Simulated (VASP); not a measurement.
# AlAs (F-43m) in VASP: a series of runs

Runs on AlAs. Level: PBE+D3(BJ). Tasks: single point, relaxation of cell and atoms.

Everything below comes from runs of VASP 6.6.1. Logs are shortened: lines on timing, memory, paths and dates and some standing lists are left out, and cuts for length are marked.

### Step 1. The cell of the first run

The structure is cubic, space group F-43m (No. 216). Conventional cell: a = 5.676 Å, b = 5.676 Å, c = 5.676 Å, α = 90.00°, β = 90.00°, γ = 90.00°. Within 3.2 Å of Al (site symmetry -43m) lie 4 As at 2.46 Å. As (site symmetry -43m) has 4 Al at 2.46 Å within 3.2 Å.

### Step 2. Single point, PBE+D3(BJ)

Input file INCAR:

```
SYSTEM = AlAs
  ALGO = Normal
  EDIFF = 1E-6
  ENCUT = 500
  GGA = PE
  GGA_COMPAT = .FALSE.
  ISIF = 2
  ISMEAR = 0
  IVDW = 12
  LASPH = .TRUE.
  LCHARG = .FALSE.
  LREAL = .FALSE.
  LWAVE = .FALSE.
  NBANDS = 11
  NELM = 120
  PREC = Accurate
  SIGMA = 0.1
```

Input file KPOINTS:

```
k-points
0
G
  6 6 6
  0 0 0
```

Input file POSCAR:

```
AlAs
1.0
    0.0000000000      2.8379008000      2.8379008000
    2.8379008000      0.0000000000      2.8379008000
    2.8379008000      2.8379008000      0.0000000000
Al As
1 1
Direct
    0.0000000000      0.0000000000      0.0000000000
    0.2500000000      0.2500000000      0.2500000000
```

Potentials or basis: VASP PAW PBE potentials, release 64 (Al, As).

Run with:

```
$ cat potpaw_PBE.64/Al/POTCAR potpaw_PBE.64/As/POTCAR > POTCAR
$ mpirun -np 1 vasp_std > vasp.out
```

OUTCAR:

```text
SYSTEM = AlAs
   EDIFF = 1E-6
   ENCUT = 500
   GGA = PE
   ISIF = 2
   ISMEAR = 0
   IVDW = 12
   LASPH = .TRUE.
   LREAL = .FALSE.
   NELM = 120
   PREC = Accurate
 IVDW          = 12

 ion  position               nearest neighbor table
   1  0.000  0.000  0.000-   2 2.46   2 2.46   2 2.46   2 2.46
   2  0.250  0.250  0.250-   1 2.46   1 2.46   1 2.46   1 2.46

  LATTYP: Found a face centered cubic cell.
 ALAT       =     5.6758016000

  Lattice vectors:

 A1 = (   0.0000000000,   2.8379008000,   2.8379008000)
 A2 = (   2.8379008000,   0.0000000000,   2.8379008000)
 A3 = (   2.8379008000,   2.8379008000,   0.0000000000)

Analysis of symmetry for initial positions (statically):
=====================================================================
 Subroutine PRICEL returns:
 Original cell was already a primitive cell.

 Routine SETGRP: Setting up the symmetry group for a
 face centered cubic supercell.

 Subroutine GETGRP returns: Found 24 space group operations
 (whereof 24 operations were pure point group operations)
 out of a pool of 48 trial point group operations.

The static configuration has the point symmetry T_d .

Analysis of symmetry for dynamics (positions and initial velocities):
=====================================================================
 Subroutine PRICEL returns:
 Original cell was already a primitive cell.

 Routine SETGRP: Setting up the symmetry group for a
 face centered cubic supercell.

 Subroutine GETGRP returns: Found 24 space group operations
 (whereof 24 operations were pure point group operations)
 out of a pool of 48 trial point group operations.

The dynamic configuration has the point symmetry T_d .

 Subroutine INISYM returns: Found 24 space group operations
 (whereof 24 operations are pure point group operations),
 and found     1 'primitive' translations

----------------------------------------------------------------------------------------

                                     Primitive cell

  volume of cell :      45.7111

  direct lattice vectors                    reciprocal lattice vectors
     0.000000000  2.837900800  2.837900800    -0.176186567  0.176186567  0.176186567
     2.837900800  0.000000000  2.837900800     0.176186567 -0.176186567  0.176186567
     2.837900800  2.837900800  0.000000000     0.176186567  0.176186567 -0.176186567

  length of vectors
     4.013397800  4.013397800  4.013397800     0.305164086  0.305164086  0.305164086

  position of ions in fractional coordinates (direct lattice)
     0.000000000  0.000000000  0.000000000
     0.250000000  0.250000000  0.250000000

  ion indices of the primitive-cell ions
   primitive index   ion index
                 1           1
                 2           2

----------------------------------------------------------------------------------------

 KPOINTS: k-points

Automatic generation of k-mesh.
 Grid dimensions read from file:
 generate k-points for:    6    6    6

 Generating k-lattice:

  Cartesian coordinates                     Fractional coordinates (reciprocal lattice)
    -0.029364428  0.029364428  0.029364428     0.166666667  0.000000000  0.000000000
     0.029364428 -0.029364428  0.029364428     0.000000000  0.166666667  0.000000000
     0.029364428  0.029364428 -0.029364428     0.000000000  0.000000000  0.166666667

  Length of vectors
     0.050860681  0.050860681  0.050860681

  Shift w.r.t. Gamma in fractional coordinates (k-lattice)
     0.000000000  0.000000000  0.000000000

 Subroutine IBZKPT returns following result:
 ===========================================

 Found     16 irreducible k-points:

 Following reciprocal coordinates:
            Coordinates               Weight
  0.000000  0.000000  0.000000      1.000000
  0.166667  0.000000  0.000000      8.000000
  0.333333  0.000000  0.000000      8.000000
  0.500000  0.000000  0.000000      4.000000
  0.166667  0.166667  0.000000      6.000000
  0.333333  0.166667  0.000000     24.000000
[... 8 lines left out ...]
 -0.333333  0.333333  0.166667     24.000000
 -0.333333  0.500000  0.166667     12.000000
   k-points           NKPTS =     16   k-points in BZ     NKDIM =     16   number of bands    NBANDS=     11
   number of dos      NEDOS =    301   number of ions     NIONS =      2
   total plane-waves  NPLWV =  27000
   dimension x,y,z NGX =    30 NGY =   30 NGZ =   30
   dimension x,y,z NGXF=    60 NGYF=   60 NGZF=   60
   ions per type =               1   1
   NGX,Y,Z   is equivalent  to a cutoff of  12.43, 12.43, 12.43 a.u.
   NGXF,Y,Z  is equivalent  to a cutoff of  24.85, 24.85, 24.85 a.u.
 SYSTEM =  AlAs
   PREC   = accura    normal or accurate (medium, high low for compatibility)
   ISTART =      0    job   : 0-new  1-cont  2-samecut
   ICHARG =      2    charge: 1-file 2-atom 10-const
   ISPIN  =      1    spin polarized calculation?
   LNONCOLLINEAR =      F non collinear calculations
   LSORBIT =      F    spin-orbit coupling
   LASPH  =      T    aspherical Exc in radial PAW
   ENCUT  =  500.0 eV  36.75 Ry    6.06 a.u.   7.32  7.32  7.32*2*pi/ulx,y,z
   NELM   =    120;   NELMIN=  2; NELMDL= -5     # of ELM steps
   EDIFF  = 0.1E-05   stopping-criterion for ELM
   LREAL  =      F    real-space projection
   EDIFFG = 0.1E-04   stopping-criterion for IOM
   NSW    =      0    number of steps for IOM
   IBRION =     -1    ionic relax: 0-MD 1-quasi-New 2-CG
   NFREE  =      0    steps in history (QN), initial steepest desc. (CG)
   ISIF   =      2    stress and relaxation
   ISYM   =      2    0-nonsym 1-usesym 2-fastsym
   POTIM  = 0.5000    time-step for ionic-motion
   TEBEG  =    0.0;   TEEND  =   0.0 temperature during run
   PSTRESS=    0.0 pullay stress
   NELECT =       8.0000    total number of electrons
   NUPDOWN=      -1.0000    fix difference up-down
   EMIN   =  10.00;   EMAX   =-10.00  energy-range for DOS
   EFERMI =   0.00;   METHOD = LEGACY
   ISMEAR =     0;   SIGMA  =   0.10  broadening in eV -4-tet -1-fermi 0-gaus
   EFERMI_NEDOS =   21; number of points for ismear=-14 and -15
   IALGO  =     38    algorithm
   IMIX   =      4    mixing-type and parameters
     AMIX     =   0.40;   BMIX     =  1.00
     AMIX_MAG =   1.60;   BMIX_MAG =  1.00
  volume/ion in A,a.u.               =      22.86       154.24
  Fermi-wavevector in a.u.,A,eV,Ry     =   0.915723  1.730466 11.409155  0.838549
  Thomas-Fermi vector in A             =   2.040497
   LORBIT       =      0    0 simple, 1 ext, 2 COOP (PROOUT), +10 PAW based schemes
   GGA     = PE    functional components
   LHFCALC =     F    Hartree Fock is set to
   AEXX    =    0.0000 exact exchange contribution
   IVDW    =    12    specifies the selected vdW correction
   LEPSILON=     F    determine dielectric tensor
   LRPA    =     F    only Hartree local field effects (RPA)
 non-spin polarized calculation
 Gauss-broadening in eV      SIGMA  =   0.10
  energy-cutoff  :      500.00
  volume of cell :       45.71
 maximum number of plane-waves:      1211
 NGX is ok and might be reduce to    30
   NGX = 15   NGY = 15   NGZ = 15

 number of electron       8.0000000 magnetization

 Free energy of the ion-electron system (eV)
  ---------------------------------------------------
  ext. energy  EPLUGINS =         0.00000000
  ---------------------------------------------------
  free energy    TOTEN  =        -9.36848920 eV

  energy without entropy =       -9.36848920  energy(sigma->0) =       -9.36848920

 E-fermi :   4.2890     XC(G=0):  -9.0081

 val. band max:        3.8273928861   @ k =   0.0000   0.0000   0.0000
 cond. band min:       5.2725722192   @ k =   0.5000   0.5000   0.0000
 fundamental gap:      1.4451793331
 Fermi energy:         4.2889906360

 k-point     1 :       0.0000    0.0000    0.0000
  band No.  band energies     occupation
      1      -7.9931      2.00000
      2       3.8274      2.00000
      3       3.8274      2.00000
      4       3.8274      2.00000
      5       5.8244      0.00000
      6       8.0973      0.00000
      7       8.0973      0.00000
      8       8.0973      0.00000
      9      12.6531      0.00000
     10      12.8199      0.00000
     11      12.8199      0.00000

 k-point     2 :       0.1667    0.0000    0.0000
  band No.  band energies     occupation
      1      -7.7274      2.00000
      2       1.7356      2.00000
      3       3.5660      2.00000
      4       3.5660      2.00000
      5       6.6119      0.00000
      6       8.5312      0.00000
      7       8.5312      0.00000
      8       8.9861      0.00000
      9      12.0449      0.00000
     10      12.0449      0.00000
     11      13.5339      0.00000

 k-point     3 :       0.3333    0.0000    0.0000
  band No.  band energies     occupation
      1      -7.0559      2.00000
      2      -0.6430      2.00000
      3       3.1678      2.00000
      4       3.1678      2.00000
      5       6.1642      0.00000
      6       8.6752      0.00000
      7       8.6752      0.00000
      8      11.2908      0.00000
      9      12.8464      0.00000
     10      12.8464      0.00000
     11      13.1565      0.00000

 k-point     4 :       0.5000    0.0000    0.0000
  band No.  band energies     occupation
      1      -6.5894      2.00000
      2      -1.7118      2.00000
      3       3.0070      2.00000
      4       3.0070      2.00000
      5       5.9387      0.00000
      6       8.4980      0.00000
      7       8.4980      0.00000
      8      11.5609      0.00000
      9      14.9571      0.00000
     10      15.3487      0.00000
     11      15.3487      0.00000
[... 127 lines left out ...]
 k-point    14 :       0.5000    0.3333    0.1667
  band No.  band energies     occupation
      1      -6.5362      2.00000
      2      -0.7949      2.00000
      3       1.1283      2.00000
      4       2.1928      2.00000
      5       7.4881      0.00000
      6       8.3470      0.00000
      7       8.9660      0.00000
      8      11.7095      0.00000
      9      13.0515      0.00000
     10      14.4831      0.00000
     11      16.7842      0.00000

 k-point    15 :      -0.3333    0.3333    0.1667
  band No.  band energies     occupation
      1      -6.1809      2.00000
      2      -1.2746      2.00000
      3       0.6798      2.00000
      4       1.8170      2.00000
      5       7.7509      0.00000
      6       8.3932      0.00000
      7      10.5003      0.00000
      8      11.2091      0.00000
      9      12.1376      0.00000
     10      15.2646      0.00000
     11      16.5402      0.00000

 k-point    16 :      -0.3333    0.5000    0.1667
  band No.  band energies     occupation
      1      -6.0222      2.00000
      2      -1.3465      2.00000
      3       0.9165      2.00000
      4       1.1609      2.00000
      5       6.9965      0.00000
      6       7.9240      0.00000
      7      10.9170      0.00000
      8      11.6133      0.00000
      9      14.3649      0.00000
     10      16.0608      0.00000
     11      16.3414      0.00000

------------------------ aborting loop because EDIFF is reached ----------------------------------------

 Edisp (eV)   -0.62890

 E8    (eV) :    -0.2748

  FORCE on cell =-STRESS in cart. coord.  units (eV):
  Direction    XX          YY          ZZ          XY          YZ          ZX
  --------------------------------------------------------------------------------------
  -------------------------------------------------------------------------------------
  Total      -0.06522    -0.06522    -0.06522     0.00000     0.00000     0.00000
  in kB      -2.28595    -2.28595    -2.28595     0.00000     0.00000     0.00000
  external pressure =       -2.29 kB  Pullay stress =        0.00 kB

 VOLUME and BASIS-vectors are now :
 -----------------------------------------------------------------------------
  energy-cutoff  :      500.00
  volume of cell :       45.71
      direct lattice vectors                 reciprocal lattice vectors
     0.000000000  2.837900800  2.837900800    -0.176186567  0.176186567  0.176186567
     2.837900800  0.000000000  2.837900800     0.176186567 -0.176186567  0.176186567
     2.837900800  2.837900800  0.000000000     0.176186567  0.176186567 -0.176186567

 POSITION                                       TOTAL-FORCE (eV/Angst)
 -----------------------------------------------------------------------------------
      0.00000      0.00000      0.00000        -0.000000     -0.000000     -0.000000
      1.41895      1.41895      1.41895         0.000000      0.000000      0.000000
 -----------------------------------------------------------------------------------
    total drift:                               -0.000000     -0.000000     -0.000000

  FREE ENERGIE OF THE ION-ELECTRON SYSTEM (eV)
  ---------------------------------------------------
  free  energy   TOTEN  =        -9.9973866012 eV

  energy  without entropy=       -9.9973866012  energy(sigma->0) =       -9.99738660
```

Run time: 9.3 s. Hardware: 1 thread of Intel Xeon Platinum 8259CL at 2.50GHz (Skylake/Cascade Lake), shared host; peak memory 0.17 GiB.

Results:

| Item | Value |
| --- | --- |
| Free energy | -9.9974 eV |
| Pressure | -0.2 GPa |
| Band gap on the k mesh | 1.45 eV (least direct gap 2.00 eV) |
| Dispersion energy per atom | -0.314 eV |

(Part 1 of 2 ends here.)
